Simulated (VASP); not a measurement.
# MgO (Fm-3m) in VASP: further runs

The runs below take MgO through single point, with PBE.

All numbers are computed with VASP 6.6.1; they aren't measurements. Logs are shortened: lines on timing, memory, paths and dates and some standing lists are left out, and cuts for length are marked.

## Step 1: The cell of the first run

Symmetry: Fm-3m, No. 225, cubic system. Conventional cell: a = 4.322 Å, b = 4.322 Å, c = 4.322 Å, α = 90.00°, β = 90.00°, γ = 90.00°. Mg (site symmetry m-3m) has 6 O at 2.16 Å within 2.9 Å. O (site symmetry m-3m) has 6 Mg at 2.16 Å within 2.9 Å.

## Step 2: Single point, PBE

Contents of INCAR:

```
ALGO = Normal ; EDIFF = 1E-6
ENCUT = 840 ; GGA = PE
GGA_COMPAT = F ; ISIF = 2
ISMEAR = 0 ; LASPH = T
LCHARG = T ; LELF = T
LREAL = F ; LVHAR = T
LWAVE = F ; NBANDS = 15
NELM = 120 ; PREC = Accurate
SIGMA = 0.05
```

Contents of KPOINTS:

```
k-points
0
Gamma
  9 9 9
```

Contents of POSCAR:

```
MgO
1.0
    0.0000000000      2.1610000000      2.1610000000
    2.1610000000      0.0000000000      2.1610000000
    2.1610000000      2.1610000000      0.0000000000
Mg O
1 1
Direct
    0.0000000000      0.0000000000      0.0000000000
    0.5000000000      0.5000000000      0.5000000000
```

Potentials or basis: VASP PAW PBE potentials, release 64 (Mg_sv, O).

Run with:

```bash
cat potpaw_PBE.64/Mg_sv/POTCAR potpaw_PBE.64/O/POTCAR > POTCAR
mpirun -np 1 vasp_std > vasp.out
```

OUTCAR:

```text
EDIFF = 1E-6
   ENCUT = 840
   GGA = PE
   ISIF = 2
   ISMEAR = 0
   LASPH = T
   LREAL = F
   NELM = 120
   PREC = Accurate

 ion  position               nearest neighbor table
   1  0.000  0.000  0.000-
   2  0.500  0.500  0.500-

  LATTYP: Found a face centered cubic cell.
 ALAT       =     4.3220000000

  Lattice vectors:

 A1 = (   0.0000000000,   2.1610000000,   2.1610000000)
 A2 = (   2.1610000000,   0.0000000000,   2.1610000000)
 A3 = (   2.1610000000,   2.1610000000,   0.0000000000)

Analysis of symmetry for initial positions (statically):
=====================================================================
 Subroutine PRICEL returns:
 Original cell was already a primitive cell.

 Routine SETGRP: Setting up the symmetry group for a
 face centered cubic supercell.

 Subroutine GETGRP returns: Found 48 space group operations
 (whereof 48 operations were pure point group operations)
 out of a pool of 48 trial point group operations.

The static configuration has the point symmetry O_h .

Analysis of symmetry for dynamics (positions and initial velocities):
=====================================================================
 Subroutine PRICEL returns:
 Original cell was already a primitive cell.

 Routine SETGRP: Setting up the symmetry group for a
 face centered cubic supercell.

 Subroutine GETGRP returns: Found 48 space group operations
 (whereof 48 operations were pure point group operations)
 out of a pool of 48 trial point group operations.

The dynamic configuration has the point symmetry O_h .

 Subroutine INISYM returns: Found 48 space group operations
 (whereof 48 operations are pure point group operations),
 and found     1 'primitive' translations

----------------------------------------------------------------------------------------

                                     Primitive cell

  volume of cell :      20.1834

  direct lattice vectors                    reciprocal lattice vectors
     0.000000000  2.161000000  2.161000000    -0.231374364  0.231374364  0.231374364
     2.161000000  0.000000000  2.161000000     0.231374364 -0.231374364  0.231374364
     2.161000000  2.161000000  0.000000000     0.231374364  0.231374364 -0.231374364

  length of vectors
     3.056115508  3.056115508  3.056115508     0.400752154  0.400752154  0.400752154

  position of ions in fractional coordinates (direct lattice)
     0.000000000  0.000000000  0.000000000
     0.500000000  0.500000000  0.500000000

  ion indices of the primitive-cell ions
   primitive index   ion index
                 1           1
                 2           2

----------------------------------------------------------------------------------------

 KPOINTS: k-points

Automatic generation of k-mesh.
 Grid dimensions read from file:
 generate k-points for:    9    9    9

 Generating k-lattice:

  Cartesian coordinates                     Fractional coordinates (reciprocal lattice)
    -0.025708263  0.025708263  0.025708263     0.111111111  0.000000000  0.000000000
     0.025708263 -0.025708263  0.025708263     0.000000000  0.111111111  0.000000000
     0.025708263  0.025708263 -0.025708263     0.000000000  0.000000000  0.111111111

  Length of vectors
     0.044528017  0.044528017  0.044528017

  Shift w.r.t. Gamma in fractional coordinates (k-lattice)
     0.000000000  0.000000000  0.000000000

 Subroutine IBZKPT returns following result:
 ===========================================

 Found     35 irreducible k-points:

 Following reciprocal coordinates:
            Coordinates               Weight
  0.000000  0.000000  0.000000      1.000000
  0.111111  0.000000  0.000000      8.000000
  0.222222  0.000000  0.000000      8.000000
  0.333333  0.000000  0.000000      8.000000
  0.444444  0.000000  0.000000      8.000000
  0.111111  0.111111  0.000000      6.000000
[... 16 lines left out ...]
 -0.333333  0.333333  0.000000     12.000000
  0.444444  0.444444  0.000000      6.000000
 [... further k-points ...]
   k-points           NKPTS =     35   k-points in BZ     NKDIM =     35   number of bands    NBANDS=     15
   number of dos      NEDOS =    301   number of ions     NIONS =      2
   total plane-waves  NPLWV =  27000
   dimension x,y,z NGX =    30 NGY =   30 NGZ =   30
   dimension x,y,z NGXF=    60 NGYF=   60 NGZF=   60
   ions per type =               1   1
   NGX,Y,Z   is equivalent  to a cutoff of  16.32, 16.32, 16.32 a.u.
   NGXF,Y,Z  is equivalent  to a cutoff of  32.64, 32.64, 32.64 a.u.
 SYSTEM =  unknown system
   PREC   = accura    normal or accurate (medium, high low for compatibility)
   ISTART =      0    job   : 0-new  1-cont  2-samecut
   ICHARG =      2    charge: 1-file 2-atom 10-const
   ISPIN  =      1    spin polarized calculation?
   LNONCOLLINEAR =      F non collinear calculations
   LSORBIT =      F    spin-orbit coupling
   LASPH  =      T    aspherical Exc in radial PAW
   ENCUT  =  840.0 eV  61.74 Ry    7.86 a.u.   7.22  7.22  7.22*2*pi/ulx,y,z
   NELM   =    120;   NELMIN=  2; NELMDL= -5     # of ELM steps
   EDIFF  = 0.1E-05   stopping-criterion for ELM
   LREAL  =      F    real-space projection
   EDIFFG = 0.1E-04   stopping-criterion for IOM
   NSW    =      0    number of steps for IOM
   IBRION =     -1    ionic relax: 0-MD 1-quasi-New 2-CG
   NFREE  =      0    steps in history (QN), initial steepest desc. (CG)
   ISIF   =      2    stress and relaxation
   ISYM   =      2    0-nonsym 1-usesym 2-fastsym
   POTIM  = 0.5000    time-step for ionic-motion
   TEBEG  =    0.0;   TEEND  =   0.0 temperature during run
   PSTRESS=    0.0 pullay stress
   NELECT =      16.0000    total number of electrons
   NUPDOWN=      -1.0000    fix difference up-down
   EMIN   =  10.00;   EMAX   =-10.00  energy-range for DOS
   EFERMI =   0.00;   METHOD = LEGACY
   ISMEAR =     0;   SIGMA  =   0.05  broadening in eV -4-tet -1-fermi 0-gaus
   EFERMI_NEDOS =   21; number of points for ismear=-14 and -15
   IALGO  =     38    algorithm
   IMIX   =      4    mixing-type and parameters
     AMIX     =   0.40;   BMIX     =  1.00
     AMIX_MAG =   1.60;   BMIX_MAG =  1.00
  volume/ion in A,a.u.               =      10.09        68.10
  Fermi-wavevector in a.u.,A,eV,Ry     =   1.515131  2.863182 31.233815  2.295621
  Thomas-Fermi vector in A             =   2.624695
   LORBIT       =      0    0 simple, 1 ext, 2 COOP (PROOUT), +10 PAW based schemes
   GGA     = PE    functional components
   LHFCALC =     F    Hartree Fock is set to
   AEXX    =    0.0000 exact exchange contribution
   IVDW    =     0    specifies the selected vdW correction
   LEPSILON=     F    determine dielectric tensor
   LRPA    =     F    only Hartree local field effects (RPA)
 non-spin polarized calculation
 Gauss-broadening in eV      SIGMA  =   0.05
  energy-cutoff  :      840.00
  volume of cell :       20.18
 maximum number of plane-waves:      1139
 NGX is ok and might be reduce to    30
   NGX = 15   NGY = 15   NGZ = 15

 number of electron      16.0000001 magnetization

 Free energy of the ion-electron system (eV)
  ---------------------------------------------------
  ext. energy  EPLUGINS =         0.00000000
  ---------------------------------------------------
  free energy    TOTEN  =       -11.86799468 eV

  energy without entropy =      -11.86799468  energy(sigma->0) =      -11.86799468

 E-fermi :   2.6363     XC(G=0): -11.0084

 val. band max:        2.3827793589   @ k =   0.0000   0.0000   0.0000
 cond. band min:       6.4081923424   @ k =   0.0000   0.0000   0.0000
 fundamental gap:      4.0254129835
 Fermi energy:         2.6363207243

 k-point     1 :       0.0000    0.0000    0.0000
  band No.  band energies     occupation
      1     -70.1632      2.00000
      2     -36.8960      2.00000
      3     -36.8960      2.00000
      4     -36.8960      2.00000
      5     -14.4912      2.00000
      6       2.3828      2.00000
      7       2.3828      2.00000
      8       2.3828      2.00000
      9       6.4082      0.00000
     10      17.7474      0.00000
     11      17.7474      0.00000
     12      17.7474      0.00000
     13      21.4612      0.00000
     14      23.1560      0.00000
     15      23.1561      0.00000

 k-point     2 :       0.1111    0.0000    0.0000
  band No.  band energies     occupation
      1     -70.1623      2.00000
      2     -36.9034      2.00000
      3     -36.8967      2.00000
      4     -36.8967      2.00000
      5     -14.3757      2.00000
      6       1.6208      2.00000
      7       2.3106      2.00000
      8       2.3106      2.00000
      9       7.1686      0.00000
     10      16.3272      0.00000
     11      18.0026      0.00000
     12      18.0026      0.00000
     13      22.2072      0.00000
     14      22.2072      0.00000
     15      23.1641      0.00000

 k-point     3 :       0.2222    0.0000    0.0000
  band No.  band energies     occupation
      1     -70.1605      2.00000
      2     -36.9220      2.00000
      3     -36.8987      2.00000
      4     -36.8987      2.00000
      5     -14.0673      2.00000
      6       0.2172      2.00000
      7       2.1342      2.00000
      8       2.1342      2.00000
      9       8.5016      0.00000
     10      14.7333      0.00000
     11      18.3917      0.00000
     12      18.3917      0.00000
     13      21.6141      0.00000
     14      21.6141      0.00000
     15      23.3550      0.00000
[... 343 lines left out ...]
 k-point    23 :      -0.3333    0.3333    0.0000
  band No.  band energies     occupation
      1     -70.1557      2.00000
      2     -36.9371      2.00000
      3     -36.9342      2.00000
      4     -36.9091      2.00000
      5     -13.1857      2.00000
      6      -0.5948      2.00000
      7      -0.4199      2.00000
      8       1.4827      2.00000
      9      12.1996      0.00000
     10      13.9729      0.00000
     11      13.9864      0.00000
     12      19.1780      0.00000
     13      20.2648      0.00000
     14      24.7661      0.00000
     15      28.5847      0.00000

 k-point    24 :       0.4444    0.4444    0.0000
  band No.  band energies     occupation
      1     -70.1554      2.00000
      2     -36.9484      2.00000
      3     -36.9166      2.00000
      4     -36.9166      2.00000
      5     -13.2105      2.00000
      6      -1.3084      2.00000
      7       1.1781      2.00000
      8       1.1781      2.00000
      9      11.5003      0.00000
     10      11.5446      0.00000
     11      14.7047      0.00000
     12      20.1568      0.00000
     13      20.1568      0.00000
     14      26.4699      0.00000
     15      27.8998      0.00000

 [... further k-points ...]
[... 5 lines left out ...]
  --------------------------------------------------------------------------------------
  -------------------------------------------------------------------------------------
  Total       -0.8158566     -0.8158566     -0.8158566     -0.0000000      0.0000000     -0.0000000
  in kB      -64.7634684    -64.7634684    -64.7634684     -0.0000000      0.0000000     -0.0000000
  external PRESSURE =     -64.7634684 kB  Pullay stress =       0.0000000 kB

 VOLUME and BASIS-vectors are now :
 -----------------------------------------------------------------------------
  energy-cutoff  :      840.00
  volume of cell :       20.18
      direct lattice vectors                 reciprocal lattice vectors
     0.000000000  2.161000000  2.161000000    -0.231374364  0.231374364  0.231374364
     2.161000000  0.000000000  2.161000000     0.231374364 -0.231374364  0.231374364
     2.161000000  2.161000000  0.000000000     0.231374364  0.231374364 -0.231374364

 POSITION                                       TOTAL-FORCE (eV/Angst)
 -----------------------------------------------------------------------------------
      0.00000      0.00000      0.00000         0.000000      0.000000      0.000000
      2.16100      2.16100      2.16100         0.000000      0.000000      0.000000
 -----------------------------------------------------------------------------------
    total drift:                                0.000000      0.000000      0.000000

  FREE ENERGIE OF THE ION-ELECTRON SYSTEM (eV)
  ---------------------------------------------------
  free  energy   TOTEN  =       -11.8679946796 eV

  energy  without entropy=      -11.8679946796  energy(sigma->0) =      -11.86799468
```

It took 19 s on 1 thread of Intel Xeon Platinum 8259CL at 2.50GHz (Skylake/Cascade Lake), shared host; peak memory 0.17 GiB.

Results:

| Quantity | Value |
| --- | --- |
| Free energy | -11.8680 eV |
| Pressure | -6.5 GPa |
| Band gap on the k mesh | 4.03 eV |

Levels at points of the mesh, in eV from the valence-band top:
```tsv
k point	band 4	band 5	band 6	band 7	band 8	band 9	band 10	band 11	band 12	band 13
(0.00, 0.00, 0.00)	-39.28	-16.87	0.00	0.00	0.00	4.03	15.36	15.36	15.36	19.08
```

Caveat: the cell stands under tension.

## Step 3: Single point, PBE

Contents of INCAR:

```
SYSTEM = MgO
  PREC = Accurate
  ENCUT = 840
  EDIFF = 1E-6
  ISMEAR = -1
  SIGMA = 0.01
  LREAL = .False.
  LASPH = .True.
  NELM = 120
  ALGO = Normal
  ISIF = 2
  LWAVE = .False.
  LCHARG = .False.
  GGA = PE
  NBANDS = 15
  GGA_COMPAT = .False.
```

Contents of KPOINTS:

```
regular mesh
0
Gamma
  9 9 9
  0 0 0
```

POSCAR is that of step 2.

Potentials or basis: VASP PAW PBE potentials, release 64 (Mg_sv, O).

Run with:

```bash
cat potpaw_PBE.64/Mg_sv/POTCAR potpaw_PBE.64/O/POTCAR > POTCAR
mpirun -np 1 vasp_std > vasp.out
```

OUTCAR:

```text
SYSTEM = MgO
   PREC = Accurate
   ENCUT = 840
   EDIFF = 1E-6
   ISMEAR = -1
   LREAL = .False.
   LASPH = .True.
   NELM = 120
   ISIF = 2
   GGA = PE

 ion  position               nearest neighbor table
   1  0.000  0.000  0.000-
   2  0.500  0.500  0.500-

  LATTYP: Found a face centered cubic cell.
 ALAT       =     4.3220000000

  Lattice vectors:

 A1 = (   0.0000000000,   2.1610000000,   2.1610000000)
 A2 = (   2.1610000000,   0.0000000000,   2.1610000000)
 A3 = (   2.1610000000,   2.1610000000,   0.0000000000)

Analysis of symmetry for initial positions (statically):
=====================================================================
 Subroutine PRICEL returns:
 Original cell was already a primitive cell.

 Routine SETGRP: Setting up the symmetry group for a
 face centered cubic supercell.

 Subroutine GETGRP returns: Found 48 space group operations
 (whereof 48 operations were pure point group operations)
 out of a pool of 48 trial point group operations.

The static configuration has the point symmetry O_h .

Analysis of symmetry for dynamics (positions and initial velocities):
=====================================================================
[... 167 lines left out ...]
      1     -70.1632      2.00000
      2     -36.8960      2.00000
      3     -36.8960      2.00000
      4     -36.8960      2.00000
      5     -14.4912      2.00000
      6       2.3828      2.00000
      7       2.3828      2.00000
      8       2.3828      2.00000
      9       6.4082      0.00000
     10      17.7474      0.00000
     11      17.7474      0.00000
     12      17.7474      0.00000
     13      21.4612      0.00000
     14      23.1560      0.00000
[... 401 lines left out ...]
      2     -36.9484      2.00000
      3     -36.9166      2.00000
      4     -36.9166      2.00000
      5     -13.2105      2.00000
      6      -1.3084      2.00000
      7       1.1781      2.00000
      8       1.1781      2.00000
      9      11.5003      0.00000
     10      11.5446      0.00000
     11      14.7047      0.00000
     12      20.1568      0.00000
     13      20.1568      0.00000
     14      26.4699      0.00000
     15      27.8998      0.00000

 [... further k-points ...]
[... 5 lines left out ...]
  --------------------------------------------------------------------------------------
  -------------------------------------------------------------------------------------
  Total       -0.8158566     -0.8158566     -0.8158566     -0.0000000     -0.0000000      0.0000000
  in kB      -64.7634690    -64.7634690    -64.7634690     -0.0000000     -0.0000000      0.0000000
  external PRESSURE =     -64.7634690 kB  Pullay stress =       0.0000000 kB

 VOLUME and BASIS-vectors are now :
 -----------------------------------------------------------------------------
  energy-cutoff  :      840.00
  volume of cell :       20.18
      direct lattice vectors                 reciprocal lattice vectors
     0.000000000  2.161000000  2.161000000    -0.231374364  0.231374364  0.231374364
     2.161000000  0.000000000  2.161000000     0.231374364 -0.231374364  0.231374364
     2.161000000  2.161000000  0.000000000     0.231374364  0.231374364 -0.231374364

 POSITION                                       TOTAL-FORCE (eV/Angst)
 -----------------------------------------------------------------------------------
      0.00000      0.00000      0.00000         0.000000     -0.000000     -0.000000
      2.16100      2.16100      2.16100         0.000000      0.000000      0.000000
 -----------------------------------------------------------------------------------
    total drift:                                0.000000      0.000000      0.000000

  FREE ENERGIE OF THE ION-ELECTRON SYSTEM (eV)
  ---------------------------------------------------
  free  energy   TOTEN  =       -11.8679946797 eV

  energy  without entropy=      -11.8679946797  energy(sigma->0) =      -11.86799468
```

OSZICAR:

```text
N       E                     dE             d eps       ncg     rms          rms(c)
DAV:   1     0.158434721611E+03    0.15843E+03   -0.13144E+04  1050   0.173E+03
DAV:   2    -0.770757339468E+01   -0.16614E+03   -0.15700E+03  1239   0.428E+02
DAV:   3    -0.133739099672E+02   -0.56663E+01   -0.56415E+01  1412   0.778E+01
DAV:   4    -0.134602991536E+02   -0.86389E-01   -0.86377E-01  1148   0.945E+00
DAV:   5    -0.134619701630E+02   -0.16710E-02   -0.16710E-02  1402   0.109E+00    0.864E+00
DAV:   6    -0.118971856601E+02    0.15648E+01   -0.27288E+00  1099   0.147E+01    0.298E+00
DAV:   7    -0.118800995543E+02    0.17086E-01   -0.13104E-01  1225   0.338E+00    0.177E+00
DAV:   8    -0.118688316715E+02    0.11268E-01   -0.41480E-02  1302   0.229E+00    0.332E-01
DAV:   9    -0.118677799584E+02    0.10517E-02   -0.37223E-03  1197   0.547E-01    0.103E-01
DAV:  10    -0.118680059193E+02   -0.22596E-03   -0.29425E-04  1281   0.194E-01    0.524E-02
DAV:  11    -0.118679945644E+02    0.11355E-04   -0.28294E-05  1309   0.584E-02    0.536E-03
DAV:  12    -0.118679946797E+02   -0.11528E-06   -0.72540E-07   959   0.129E-02
   1 F= -.11867995E+02 E0= -.11867995E+02  d E =-.212449E-13
```

stdout:

```text
POSCAR found type information on POSCAR MgO
 POSCAR found :  2 types and       2 ions
 scaLAPACK will be used
 LDA part: xc-table for (Slater+PW92), standard interpolation
 POSCAR, INCAR and KPOINTS ok, starting setup
 FFT: planning ... GRIDC
 FFT: planning ... GRID_SOFT
 FFT: planning ... GRID
 WAVECAR not read
 entering main loop
```

Wall time 13 s (1 thread of AMD EPYC 7R13 (Zen 3), shared host); peak memory 0.14 GiB.

What came out:

```
Free energy            : -11.8680 eV
Pressure               : -6.5 GPa
Band gap on the k mesh : 4.03 eV
```

Caveat: the cell stands under tension. PBE gaps usually lie below the measured ones, often by a third to a half.
